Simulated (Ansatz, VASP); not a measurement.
## One calculation of MgMo, two programs

Contents of INCAR:

```
PREC = Accurate ; ENCUT = 520
EDIFF = 1E-6 ; ISMEAR = -1
SIGMA = 0.03 ; LREAL = F
LASPH = T ; NELM = 60
ALGO = Normal ; ISIF = 2
LWAVE = F ; LCHARG = F
GGA = PS ; NBANDS = 15
```

File KPOINTS:

```
Automatic mesh
0
Gamma
  13 13 13
```

File POSCAR:

```
MgMo
1.0
    1.3793569998     -0.7963721351      4.7775338961
    0.0000000000      1.5927442703      4.7775338961
   -1.3793569998     -0.7963721351      4.7775338961
Mg Mo
1 1
Direct
    0.0000000000      0.0000000000      0.0000000000
    0.5000000000      0.5000000000      0.5000000000
```

Input for Ansatz:

```yaml
crystal:
  lattice:
    - [1.3793569998, -0.7963721351, 4.7775338961]
    - [0.0, 1.5927442703, 4.7775338961]
    - [-1.3793569998, -0.7963721351, 4.7775338961]
  atoms:
    - { symbol: Mg, position: [0.0, 0.0, 0.0] }
    - { symbol: Mo, position: [0.5, 0.5, 0.5] }
kpoints:
  mp_grid: { grid: [13, 13, 13] }
scf:
  occupations: { method: fermi_dirac, width: 0.03 }
hamiltonian:
  xc: pbesol
  pseudopotentials: { kind: all_electron, lapw: { basis_error: 0.00025 } }
output:
  forces: true
  stress: true
  eigenvalues: true
```

Change from the starting cell: volume scaled by 0.9405.

Alike in both runs: task single point; functional PBEsol; k mesh 13 × 13 × 13; occupations fermi-dirac, width 0.03 eV; no spin polarisation.

```csv
,VASP,Ansatz
version,VASP 6.6.1,Ansatz 0.2.0
potentials or method,"VASP PAW PBE potentials, release 64 (Mg, Mo_sv), cutoff 520 eV","all-electron LAPW, scalar-relativistic"
```

```csv
,VASP,Ansatz,Ansatz less VASP
pressure (GPa),9.3,9.0,-0.35
"traceless stress, the component that is largest in VASP (GPa)",-1.20,-1.10,+0.102
```

VASP's potentials were made for PBE, not for PBEsol. Ansatz ran all-electron here, and VASP with PAW potentials.
